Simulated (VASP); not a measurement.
Input of a VASP 6.6.1 run:

File INCAR:

```
PREC     = Accurate       # precision mode
ENCUT    = 560            # plane-wave cutoff, eV
EDIFF    = 1E-6           # SCF threshold, eV
ISMEAR   = 0              # smearing method
SIGMA    = 0.1            # smearing width, eV
LREAL    = False          # projectors in reciprocal space
LASPH    = True           # aspherical terms in the spheres
NELM     = 120            # most SCF steps
ALGO     = Normal         # electronic algorithm
ISIF     = 2              # what is computed and relaxed
LWAVE    = False          # write WAVECAR
LCHARG   = False          # write CHGCAR
GGA      = CA             # functional
NBANDS   = 23             # bands
GGA_COMPAT= False
```

Contents of KPOINTS:

```
regular mesh
0
Gamma
  18 18 10
```

The input POSCAR:

```
Ru
1.0
    2.6738874574      0.0000000000      0.0000000000
   -1.3369437287      2.3156544650      0.0000000000
    0.0000000000      0.0000000000      4.2264002572
Ru
2
Direct
    0.3333333333      0.6666666667      0.2500000000
    0.6666666667      0.3333333333      0.7500000000
```

Potentials or basis: VASP PAW LDA potentials, release 64 (Ru_sv).

Run with:

```bash
$ cat potpaw_LDA.64/Ru_sv/POTCAR > POTCAR
$ mpirun -np 1 vasp_std > vasp.out
```

Task: What does it give for the band gap on the k mesh?

Result: Zero (bands 16 and 17 overlap by 3.32 eV).

Task: Predict the pressure.

Result: 0.6 GPa.
